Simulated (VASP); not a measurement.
Crystal: Ta2N.

```
Ta N
1.0
     3.11286    0.00000    0.00000
    -1.55643    2.69582    0.00000
     0.00000    0.00000    4.86984
Ta N
2 1
Cartesian
  0.0000 1.7972 1.2404
  1.5564 0.8986 3.6294
  0.0000 0.0000 0.0000
```

Base run:

| Quantity | Value |
| --- | --- |
| Program | VASP 6.6.1 |
| Functional | PBEsol |
| Potentials or basis | VASP PAW PBE potentials, release 64 (Ta_pv, N) |
| Cutoff | 520 eV |
| k mesh | 10 × 10 × 6 |
| Occupations | fermi-dirac, width 0.05 eV |
| Spin | non-collinear spin, zero start, spin-orbit coupling |
| Starting moments | [[0.0, 0.0, 0.0], [0.0, 0.0, 0.0], [0.0, 0.0, 0.0]] μB |

Its results: pressure -8.3 GPa; net moment 0.00 μB per cell; largest force 0.255 eV/Å.

Problem. The run is repeated on the same cell with these changes: potentials or basis from VASP PAW PBE potentials, release 64 (Ta_pv, N) to VASP PAW PBE potentials, release 64 (Ta_sv_GW, N); cutoff from 520 eV to 700 eV; further incar settings from ALGO = Fast; EDIFF = 1e-06; NBANDS = 40 to ALGO = Normal; EDIFF = 1e-06; NBANDS = 44; valence electrons from 27 to 31. What comes out?

Solution. Pressure -9.2 GPa; net moment 0.00 μB per cell; largest force 0.272 eV/Å.

Caveats: the cell stands under tension; the PAW data sets were made with another functional, which shifts forces and pressure a little.
